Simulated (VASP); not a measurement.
# Yb (Im-3m) in VASP: a series of runs

The runs below take Yb through single point, with PBEsol.

All numbers are computed with VASP 6.6.1; they aren't measurements. Logs are shortened: lines on timing, memory, paths and dates and some standing lists are left out, and cuts for length are marked.

## (1) The cell of the first run

It takes space group Im-3m (No. 229, cubic). Conventional cell: a = 4.303 Å, b = 4.303 Å, c = 4.303 Å, α = 90.00°, β = 90.00°, γ = 90.00°. Yb (site symmetry m-3m) has 14 Yb at 3.73 to 4.30 Å within 4.9 Å.

## (2) Single point, PBEsol, collinear spin, ferromagnetic start

Input file INCAR:

```
ALGO = Normal ; EDIFF = 1E-6
ENCUT = 520 ; GGA = PS
ISIF = 2 ; ISMEAR = -1
ISPIN = 2 ; LASPH = True
LCHARG = False ; LMAXMIX = 6
LORBIT = 11 ; LREAL = False
LWAVE = False ; MAGMOM = 1
NBANDS = 22 ; NELM = 150
PREC = Accurate ; SIGMA = 0.05
```

Input file KPOINTS:

```
k-points
0
Gamma
  9 9 9
```

Input file POSCAR:

```
Yb
1.0
   -2.1514830000      2.1514830000      2.1514830000
    2.1514830000     -2.1514830000      2.1514830000
    2.1514830000      2.1514830000     -2.1514830000
Yb
1
Direct
    0.0000000000      0.0000000000      0.0000000000
```

Potentials or basis: VASP PAW PBE potentials, release 64 (Yb).

Run with:

```console
cat potpaw_PBE.64/Yb/POTCAR > POTCAR
mpirun -np 1 vasp_std > vasp.out
```

OUTCAR:

```text
EDIFF = 1E-6
   ENCUT = 520
   GGA = PS
   ISIF = 2
   ISMEAR = -1
   ISPIN = 2
   LASPH = True
   LORBIT = 11
   LREAL = False
   NELM = 150
   PREC = Accurate

 ion  position               nearest neighbor table
   1  0.000  0.000  0.000-

  LATTYP: Found a body centered cubic cell.
 ALAT       =     4.3029660000

  Lattice vectors:

 A1 = (  -2.1514830000,   2.1514830000,   2.1514830000)
 A2 = (   2.1514830000,  -2.1514830000,   2.1514830000)
 A3 = (   2.1514830000,   2.1514830000,  -2.1514830000)

Analysis of symmetry for initial positions (statically):
=====================================================================
 Subroutine PRICEL returns:
 Original cell was already a primitive cell.

 Routine SETGRP: Setting up the symmetry group for a
 body centered cubic supercell.

 Subroutine GETGRP returns: Found 48 space group operations
 (whereof 48 operations were pure point group operations)
 out of a pool of 48 trial point group operations.

The static configuration has the point symmetry O_h .

Analysis of symmetry for dynamics (positions and initial velocities):
=====================================================================
 Subroutine PRICEL returns:
 Original cell was already a primitive cell.

 Routine SETGRP: Setting up the symmetry group for a
 body centered cubic supercell.

 Subroutine GETGRP returns: Found 48 space group operations
 (whereof 48 operations were pure point group operations)
 out of a pool of 48 trial point group operations.

The dynamic configuration has the point symmetry O_h .

Analysis of structural, dynamic, and magnetic symmetry:
=====================================================================
 Subroutine PRICEL returns:
 Original cell was already a primitive cell.

 Routine SETGRP: Setting up the symmetry group for a
 body centered cubic supercell.

 Subroutine GETGRP returns: Found 48 space group operations
 (whereof 48 operations were pure point group operations)
 out of a pool of 48 trial point group operations.

The overall configuration has the point symmetry O_h .

 Subroutine INISYM returns: Found 48 space group operations
 (whereof 48 operations are pure point group operations),
 and found     1 'primitive' translations

----------------------------------------------------------------------------------------

                                     Primitive cell

  volume of cell :      39.8358

  direct lattice vectors                    reciprocal lattice vectors
    -2.151483000  2.151483000  2.151483000     0.000000000  0.232397839  0.232397839
     2.151483000 -2.151483000  2.151483000     0.232397839  0.000000000  0.232397839
     2.151483000  2.151483000 -2.151483000     0.232397839  0.232397839  0.000000000

  length of vectors
     3.726477868  3.726477868  3.726477868     0.328660176  0.328660176  0.328660176

  position of ions in fractional coordinates (direct lattice)
     0.000000000  0.000000000  0.000000000

  ion indices of the primitive-cell ions
   primitive index   ion index
                 1           1

----------------------------------------------------------------------------------------

 KPOINTS: k-points

Automatic generation of k-mesh.
 Grid dimensions read from file:
 generate k-points for:    9    9    9

 Generating k-lattice:

  Cartesian coordinates                     Fractional coordinates (reciprocal lattice)
     0.000000000  0.025821982  0.025821982     0.111111111  0.000000000  0.000000000
     0.025821982  0.000000000  0.025821982     0.000000000  0.111111111  0.000000000
     0.025821982  0.025821982  0.000000000     0.000000000  0.000000000  0.111111111

  Length of vectors
     0.036517797  0.036517797  0.036517797

  Shift w.r.t. Gamma in fractional coordinates (k-lattice)
     0.000000000  0.000000000  0.000000000

 Subroutine IBZKPT returns following result:
 ===========================================

 Found     35 irreducible k-points:

 Following reciprocal coordinates:
            Coordinates               Weight
  0.000000  0.000000  0.000000      1.000000
  0.111111  0.000000  0.000000     12.000000
  0.222222  0.000000  0.000000     12.000000
  0.333333  0.000000  0.000000     12.000000
  0.444444  0.000000  0.000000     12.000000
  0.111111  0.111111  0.000000     24.000000
[... 16 lines left out ...]
 -0.333333  0.444444  0.111111     48.000000
 -0.444444 -0.444444  0.111111     24.000000
 [... further k-points ...]
   k-points           NKPTS =     35   k-points in BZ     NKDIM =     35   number of bands    NBANDS=     22
   number of dos      NEDOS =    301   number of ions     NIONS =      1
   total plane-waves  NPLWV =  21952
   dimension x,y,z NGX =    28 NGY =   28 NGZ =   28
   dimension x,y,z NGXF=    56 NGYF=   56 NGZF=   56
   ions per type =               1
   NGX,Y,Z   is equivalent  to a cutoff of  12.49, 12.49, 12.49 a.u.
   NGXF,Y,Z  is equivalent  to a cutoff of  24.98, 24.98, 24.98 a.u.
 SYSTEM =  unknown system
   PREC   = accura    normal or accurate (medium, high low for compatibility)
   ISTART =      0    job   : 0-new  1-cont  2-samecut
   ICHARG =      2    charge: 1-file 2-atom 10-const
   ISPIN  =      2    spin polarized calculation?
   LNONCOLLINEAR =      F non collinear calculations
   LSORBIT =      F    spin-orbit coupling
   LASPH  =      T    aspherical Exc in radial PAW
   ENCUT  =  520.0 eV  38.22 Ry    6.18 a.u.   6.93  6.93  6.93*2*pi/ulx,y,z
   NELM   =    150;   NELMIN=  2; NELMDL= -5     # of ELM steps
   EDIFF  = 0.1E-05   stopping-criterion for ELM
   LREAL  =      F    real-space projection
   EDIFFG = 0.1E-04   stopping-criterion for IOM
   NSW    =      0    number of steps for IOM
   IBRION =     -1    ionic relax: 0-MD 1-quasi-New 2-CG
   NFREE  =      0    steps in history (QN), initial steepest desc. (CG)
   ISIF   =      2    stress and relaxation
   ISYM   =      2    0-nonsym 1-usesym 2-fastsym
   POTIM  = 0.5000    time-step for ionic-motion
   TEBEG  =    0.0;   TEEND  =   0.0 temperature during run
   PSTRESS=    0.0 pullay stress
   NELECT =      24.0000    total number of electrons
   NUPDOWN=      -1.0000    fix difference up-down
   EMIN   =  10.00;   EMAX   =-10.00  energy-range for DOS
   EFERMI =   0.00;   METHOD = LEGACY
   ISMEAR =    -1;   SIGMA  =   0.05  broadening in eV -4-tet -1-fermi 0-gaus
   EFERMI_NEDOS =   21; number of points for ismear=-14 and -15
   IALGO  =     38    algorithm
   IMIX   =      4    mixing-type and parameters
     AMIX     =   0.40;   BMIX     =  1.00
     AMIX_MAG =   1.60;   BMIX_MAG =  1.00
  volume/ion in A,a.u.               =      39.84       268.83
  Fermi-wavevector in a.u.,A,eV,Ry     =   1.382677  2.612880 26.011550  1.911795
  Thomas-Fermi vector in A             =   2.507346
   LORBIT       =     11    0 simple, 1 ext, 2 COOP (PROOUT), +10 PAW based schemes
   GGA     = PS    functional components
   LHFCALC =     F    Hartree Fock is set to
   AEXX    =    0.0000 exact exchange contribution
   IVDW    =     0    specifies the selected vdW correction
   LEPSILON=     F    determine dielectric tensor
   LRPA    =     F    only Hartree local field effects (RPA)
 spin polarized calculation
  energy-cutoff  :      520.00
  volume of cell :       39.84
 maximum number of plane-waves:      1097
   NGX = 13   NGY = 13   NGZ = 13

 number of electron      24.0000001 magnetization     -11.4470657

 number of electron      24.0000000 magnetization       0.0023514

 number of electron      24.0000000 magnetization      -0.0014793

 Free energy of the ion-electron system (eV)
  ---------------------------------------------------
  ext. energy  EPLUGINS =         0.00000000
  ---------------------------------------------------
  free energy    TOTEN  =        -3.82965327 eV

  energy without entropy =       -3.81508561  energy(sigma->0) =       -3.82236944

 E-fermi :   1.1452     XC(G=0):  -9.1150

 val. band max:        1.1257691073   @ k =  -0.4444  -0.4444   0.2222
 cond. band min:       1.1616862860   @ k =  -0.4444  -0.4444   0.2222
 fundamental gap:      0.0359171788
 Fermi energy:         1.1452377748

 spin component 1

 k-point     1 :       0.0000    0.0000    0.0000
  band No.  band energies     occupation
      1     -50.6739      1.00000
      2     -22.9046      1.00000
      3     -22.9046      1.00000
      4     -22.9046      1.00000
      5      -3.7918      1.00000
      6       0.7330      0.99974
[... 14 lines left out ...]
     21      16.6001      0.00000
     22      16.6001      0.00000

 k-point     2 :       0.1111    0.0000    0.0000
  band No.  band energies     occupation
      1     -50.6726      1.00000
      2     -22.9338      1.00000
      3     -22.9143      1.00000
      4     -22.9046      1.00000
      5      -3.5198      1.00000
      6       0.7346      0.99973
[... 14 lines left out ...]
     21      14.6994      0.00000
     22      14.7718      0.00000

 k-point     3 :       0.2222    0.0000    0.0000
  band No.  band energies     occupation
      1     -50.6693      1.00000
      2     -23.0066      1.00000
      3     -22.9387      1.00000
      4     -22.9045      1.00000
      5      -2.7518      1.00000
      6       0.7399      0.99970
[... 14 lines left out ...]
     21      14.1850      0.00000
     22      14.4750      0.00000
[... 476 lines left out ...]
 k-point    23 :      -0.3333    0.4444    0.1111
  band No.  band energies     occupation
      1     -50.6618      1.00000
      2     -23.1039      1.00000
      3     -23.0095      1.00000
      4     -22.9437      1.00000
      5      -0.4701      1.00000
      6       0.7282      0.99976
[... 14 lines left out ...]
     21      14.3815      0.00000
     22      16.4387      0.00000

 k-point    24 :      -0.4444   -0.4444    0.1111
  band No.  band energies     occupation
      1     -50.6607      1.00000
      2     -23.1229      1.00000
      3     -23.0224      1.00000
      4     -22.9435      1.00000
      5       0.2413      1.00000
      6       0.7371      0.99972
[... 14 lines left out ...]
     21      14.6985      0.00000
     22      16.0776      0.00000

 [... further k-points ...]

 spin component 2

 k-point     1 :       0.0000    0.0000    0.0000
  band No.  band energies     occupation
      1     -50.6743      1.00000
      2     -22.9050      1.00000
      3     -22.9050      1.00000
      4     -22.9050      1.00000
      5      -3.7926      1.00000
      6       0.7324      0.99974
[... 14 lines left out ...]
     21      16.5991      0.00000
     22      16.5992      0.00000

 k-point     2 :       0.1111    0.0000    0.0000
  band No.  band energies     occupation
      1     -50.6730      1.00000
      2     -22.9342      1.00000
      3     -22.9147      1.00000
      4     -22.9050      1.00000
      5      -3.5206      1.00000
      6       0.7340      0.99973
[... 14 lines left out ...]
     21      14.6985      0.00000
     22      14.7708      0.00000

 k-point     3 :       0.2222    0.0000    0.0000
  band No.  band energies     occupation
      1     -50.6697      1.00000
      2     -23.0070      1.00000
      3     -22.9392      1.00000
      4     -22.9049      1.00000
      5      -2.7526      1.00000
      6       0.7393      0.99970
[... 14 lines left out ...]
     21      14.1840      0.00000
     22      14.4742      0.00000
[... 476 lines left out ...]
 k-point    23 :      -0.3333    0.4444    0.1111
  band No.  band energies     occupation
      1     -50.6622      1.00000
      2     -23.1043      1.00000
      3     -23.0099      1.00000
      4     -22.9441      1.00000
      5      -0.4709      1.00000
      6       0.7276      0.99976
[... 14 lines left out ...]
     21      14.3807      0.00000
     22      16.4379      0.00000

 k-point    24 :      -0.4444   -0.4444    0.1111
  band No.  band energies     occupation
      1     -50.6610      1.00000
      2     -23.1233      1.00000
      3     -23.0229      1.00000
      4     -22.9439      1.00000
      5       0.2406      1.00000
      6       0.7366      0.99972
[... 14 lines left out ...]
     21      14.6977      0.00000
     22      16.0768      0.00000

 [... further k-points ...]
[... 5 lines left out ...]
  --------------------------------------------------------------------------------------
  -------------------------------------------------------------------------------------
  Total       -1.0137085     -1.0137085     -1.0137085     -0.0000000     -0.0000000      0.0000000
  in kB      -40.7708643    -40.7708643    -40.7708643     -0.0000000     -0.0000000      0.0000000
  external PRESSURE =     -40.7708643 kB  Pullay stress =       0.0000000 kB

 VOLUME and BASIS-vectors are now :
 -----------------------------------------------------------------------------
  energy-cutoff  :      520.00
  volume of cell :       39.84
      direct lattice vectors                 reciprocal lattice vectors
    -2.151483000  2.151483000  2.151483000     0.000000000  0.232397839  0.232397839
     2.151483000 -2.151483000  2.151483000     0.232397839  0.000000000  0.232397839
     2.151483000  2.151483000 -2.151483000     0.232397839  0.232397839  0.000000000

 POSITION                                       TOTAL-FORCE (eV/Angst)
 -----------------------------------------------------------------------------------
      0.00000      0.00000      0.00000         0.000000     -0.000000      0.000000
 -----------------------------------------------------------------------------------
    total drift:                                0.000000     -0.000000     -0.000000

  FREE ENERGIE OF THE ION-ELECTRON SYSTEM (eV)
  ---------------------------------------------------
  free  energy   TOTEN  =        -3.8296532671 eV

  energy  without entropy=       -3.8150856126  energy(sigma->0) =       -3.82236944

 total charge

# of ion       s       p       d       f       tot
--------------------------------------------------
    1        2.215   5.971   0.233  13.636  22.054

 magnetization (x)

# of ion       s       p       d       f       tot
--------------------------------------------------
    1        0.000  -0.000  -0.000  -0.000  -0.000
```

Run time: 9.9 min. Hardware: 1 thread of Intel Xeon Platinum 8259CL at 2.50GHz (Skylake/Cascade Lake), shared host; peak memory 0.22 GiB.

What came out:

- Free energy: -3.8297 eV
- Pressure: -4.1 GPa
- Band gap on the k mesh: zero (filled and empty bands overlap)
- Net moment: 0.00 μB per cell
- Valence electrons inside the program's atomic spheres: Yb 22.05

Caveat: the PAW data sets were made with another functional, which shifts forces and pressure a little; spin-orbit coupling is left out, which moves the levels of the heavy elements. The state reached can hang on the start; a lower one may exist.

(Continued in part 2 of 2.)
